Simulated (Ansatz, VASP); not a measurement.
Two plane-wave programs on Ag

File INCAR:

```
  ALGO = Fast
  EDIFF = 1E-6
  ENCUT = 520
  GGA = PS
  ISIF = 2
  ISMEAR = 0
  LASPH = T
  LCHARG = T
  LELF = T
  LREAL = F
  LVHAR = T
  LWAVE = F
  NBANDS = 18
  NELM = 80
  PREC = Accurate
  SIGMA = 0.15
```

KPOINTS

```
k-points
0
Gamma
  18 18 10
```

Contents of POSCAR:

```
Ag
1.0
    2.9299980804      0.0000000000      0.0000000000
   -1.4649990402      2.5374527707      0.0000000000
    0.0000000000      0.0000000000      4.7900000000
Ag
2
Direct
    0.2467838437      0.9031242697      0.2500000000
    0.6666666667      0.3333333333      0.7500000000
```

Input for Ansatz:

```yaml
crystal:
  lattice:
    - [2.9299980804, 0.0, 0.0]
    - [-1.4649990402, 2.5374527707, 0.0]
    - [0.0, 0.0, 4.79]
  atoms:
    - { symbol: Ag, position: [0.2467838437, 0.9031242697, 0.25] }
    - { symbol: Ag, position: [0.6666666667, 0.3333333333, 0.75] }
basis:
  ecutwfc: 420
kpoints:
  mp_grid: { grid: [18, 18, 10] }
hamiltonian:
  xc: pbesol
scf:
  occupations: { method: gaussian, width: 0.15 }
output:
  forces: true
  stress: true
  eigenvalues: true
```

Alike in both runs: task single point; functional PBEsol; k mesh 18 × 18 × 10; occupations gaussian, width 0.15 eV; no spin polarisation.

```csv
,VASP,Ansatz
version,VASP 6.6.1,Ansatz 0.2.0
potentials or method,"VASP PAW PBE potentials, release 64 (Ag), cutoff 520 eV","scalar-relativistic, plane waves, PAW"
valence electrons in the cell,22,38
```

Ansatz gave:

- gap on the k mesh at the Fermi level (eV): none
- pressure (GPa): -4.2
- traceless stress, the component that is largest in VASP (GPa): 4.50
- rms of the force components (eV/Å): 0.249

**Question.** Estimate VASP's values.

**Answer.** gap on the k mesh at the Fermi level (eV): none; pressure (GPa): -4.4; traceless stress, the component that is largest in VASP (GPa): 4.46; rms of the force components (eV/Å): 0.247.

VASP's potentials were made for PBE, not for PBEsol. Atom by atom the forces differ by 0.002 eV/Å (rms over components). A gap of «none» marks a metal or a gap that the smearing closes. VASP's potentials hold 22 valence electrons a cell and Ansatz's 38, so a difference there can come from the potentials and not from the codes.
